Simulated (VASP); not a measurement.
Write the native input for VASP 6.6.1 that does the following.

- Task: electric field gradients
- Functional: PBEsol
- Potentials or basis: VASP PAW PBE potentials, release 64 (Cd)
- Cutoff: 520 eV
- k mesh: 14 × 14 × 7
- Occupations: fermi-dirac, width 0.05 eV
- Spin: no spin polarisation
- Dipole correction: no
- Further INCAR settings: ALGO = Normal; EDIFF = 1e-08; NBANDS = 19

The structure of Cd lies in POSCAR:

```
Cd
1.0
    3.0372966056      0.0000000000      0.0000000000
   -1.5186483028      2.6303760192      0.0000000000
    0.0000000000      0.0000000000      5.7278279719
Cd
2
Direct
    0.3333333333      0.6666666667      0.2500000000
    0.6666666667      0.3333333333      0.7500000000
```

This cell differs from its parent crystal: volume scaled by 1.06.

These files were run (other wordings do the same):

INCAR

```
SYSTEM = Cd
  PREC = Accurate
  ENCUT = 520
  EDIFF = 1E-8
  ISMEAR = -1
  SIGMA = 0.05
  LREAL = .False.
  LASPH = .True.
  NELM = 100
  ALGO = Normal
  ISIF = 2
  LWAVE = .False.
  LCHARG = .False.
  GGA = PS
  LEFG = .True.
  NBANDS = 19
```

KPOINTS

```
regular mesh
0
Gamma
  14 14 7
  0 0 0
```

Potentials or basis: VASP PAW PBE potentials, release 64 (Cd).

Run with:

```sh
$ cat potpaw_PBE.64/Cd/POTCAR > POTCAR
$ mpirun -np 1 vasp_std > vasp.out
```

It gave:

```yaml
Pressure: -3.7 GPa
Band_gap_on_the_k_mesh: zero (band 12 reaches 3.63 eV, above the bottom of band 13 at -0.42 eV)
```

Caveat: without QUAD_EFG the Cq values of the log hold for a quadrupole moment of 1 mb, not for the nuclei; the PAW data sets were made with another functional, which shifts forces and pressure a little.

Run time: 32 s on 1 thread of Intel(R) Xeon(R) Platinum 8488C (Sapphire Rapids) (shared host), peak memory 0.21 GiB.
